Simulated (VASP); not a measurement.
A run of VASP 6.6.1 is set up as follows.

Contents of INCAR:

```
SYSTEM = SnAu
  PREC = Accurate
  ENCUT = 520
  EDIFF = 1E-6
  ISMEAR = 0
  SIGMA = 0.1
  LREAL = .FALSE.
  LASPH = .TRUE.
  NELM = 80
  ALGO = Fast
  ISIF = 2
  LWAVE = .FALSE.
  LCHARG = .FALSE.
  NBANDS = 33
```

KPOINTS

```
Automatic mesh
0
G
  12 12 8
  0 0 0
```

POSCAR

```
SnAu
1.0
    4.2930097976      0.0000000000      0.0000000000
   -2.1465048988      3.7178555434      0.0000000000
    0.0000000000      0.0000000000      5.5086031574
Sn Au
2 2
Direct
    0.3333333333      0.6666666667      0.2500000000
    0.6666666667      0.3333333333      0.7500000000
    0.0000000000      0.0000000000      0.0000000000
    0.0000000000      0.0000000000      0.5000000000
```

Potentials or basis: VASP PAW LDA potentials, release 64 (Sn_d, Au).

Run with:

```console
$ cat potpaw_LDA.64/Sn_d/POTCAR potpaw_LDA.64/Au/POTCAR > POTCAR
$ mpirun -np 1 vasp_std > vasp.out
```

**Question.** What does it give for the pressure?

**Answer.** 0.1 GPa.

**Question.** Estimate the band gap on the k mesh.

**Answer.** Zero (bands 25 and 26 overlap by 4.93 eV).

Caveat: spin-orbit coupling is left out, which moves the levels of the heavy elements.
